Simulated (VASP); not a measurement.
Ru: single point with r2SCAN+D3(BJ)

The system is Ru.

```
Ru
1.0
     2.65056    0.00000    0.00000
    -1.32528    2.29546    0.00000
     0.00000    0.00000    4.19449
Ru
2
Cartesian
  1.3253 0.7652 3.1459
  0.0000 1.5303 1.0486
```

```json
{
  "Program": "VASP 6.6.1",
  "Task": "single point",
  "Functional": "r2SCAN",
  "Dispersion": "D3(BJ)",
  "Potentials or basis": "VASP PAW PBE potentials, release 64 (Ru_pv)",
  "Cutoff": "520 eV",
  "k mesh": "11 × 11 × 6",
  "Occupations": "fermi-dirac, width 0.05 eV",
  "Spin": "no spin polarisation"
}
```

| Property | Result |
| --- | --- |
| Pressure | 19.6 GPa |
| Band gap on the k mesh | zero (band 14 reaches 15.62 eV, above the bottom of band 15 at 12.09 eV) |
| Dispersion energy per atom | -0.313 eV |

Stress tensor (GPa, compression positive):
```
19.36  0.00  0.00
 0.00 19.36  0.00
 0.00  0.00 20.08
```

Levels at points of the mesh, in eV from the Fermi level:
```csv
k point,band 11,band 12,band 13,band 14,band 15,band 16,band 17,band 18
"(0.00, 0.00, 0.00)",-2.69,-2.12,-2.12,-1.53,-1.53,1.42,1.42,1.52
"(0.00, 0.00, 0.50)",-3.09,-3.09,-2.95,-2.95,0.70,0.70,0.70,0.70
```

Wall time 56 s on 1 thread of AMD EPYC 9R45 (Zen 5), on a shared host, peak memory 0.13 GiB.

Caveat: the PAW data sets were made with another functional, which shifts forces and pressure a little; pairwise dispersion overbinds metals, which lowers pressure and volume.
